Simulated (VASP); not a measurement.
Set up this calculation in VASP 6.6.1, as the native input.

| Item | Value |
| --- | --- |
| Task | single point |
| Functional | PBE |
| Potentials or basis | VASP PAW PBE potentials, release 64 (Zr_sv, Ti_sv, C) |
| Cutoff | 520 eV |
| k mesh | 4 × 4 × 4 |
| Occupations | gaussian, width 0.1 eV |
| Spin | collinear spin |
| Starting moments | [1.0, 1.0, 1.0, 1.0, 0.0, 0.0, 0.0, 0.0] μB |
| Dipole correction | no |
| Further INCAR settings | ALGO = Normal; EDIFF = 1e-07; NBANDS = 46 |

The structure of ZrTi3C4 lies in POSCAR:

```
ZrTi3C4
1.0
    4.4440955529      0.0000000000      0.0000000000
    0.0000000000      4.4440955529      0.0000000000
    0.0000000000      0.0000000000      4.4440955529
Zr Ti C
1 3 4
Direct
    0.0000000000      0.0000000000      0.0000000000
    0.5000000000      0.0000000000      0.5000000000
    0.5000000000      0.5000000000      0.0000000000
    0.0000000000      0.5000000000      0.5000000000
    0.0000000000      0.5000000000      0.0000000000
    0.5000000000      0.5000000000      0.5000000000
    0.0000000000      0.0000000000      0.5000000000
    0.5000000000      0.0000000000      0.0000000000
```

The input as run:

INCAR

```
SYSTEM = ZrTi3C4
PREC = Accurate
ENCUT = 520
EDIFF = 1E-7
ISMEAR = 0
SIGMA = 0.1
LREAL = .FALSE.
LASPH = .TRUE.
NELM = 150
ALGO = Normal
ISIF = 2
LWAVE = .FALSE.
LCHARG = .FALSE.
ISPIN = 2
MAGMOM = 1 1 1 1 0 0 0 0
LORBIT = 11
LMAXMIX = 4
GGA = PE
NBANDS = 46
```

KPOINTS

```
Automatic mesh
0
G
  4 4 4
  0 0 0
```

Potentials or basis: VASP PAW PBE potentials, release 64 (Zr_sv, Ti_sv, C).

The run is started by

```bash
$ cat potpaw_PBE.64/Zr_sv/POTCAR potpaw_PBE.64/Ti_sv/POTCAR potpaw_PBE.64/C/POTCAR > POTCAR
$ mpirun -np 1 vasp_std > vasp.out
```

It gave:

| Property | Result |
| --- | --- |
| Pressure | 0.1 GPa |
| Band gap on the k mesh | zero (filled and empty bands overlap) |
| Net moment | 0.00 μB per cell |
| Valence electrons inside the program's atomic spheres | Zr 10.10; Ti 10.29; C 2.40, 2.35 (each value once) |

Run time: 75 s on 1 thread of Intel(R) Xeon(R) Platinum 8559C (Emerald Rapids), with other jobs on the host, peak memory 0.27 GiB.
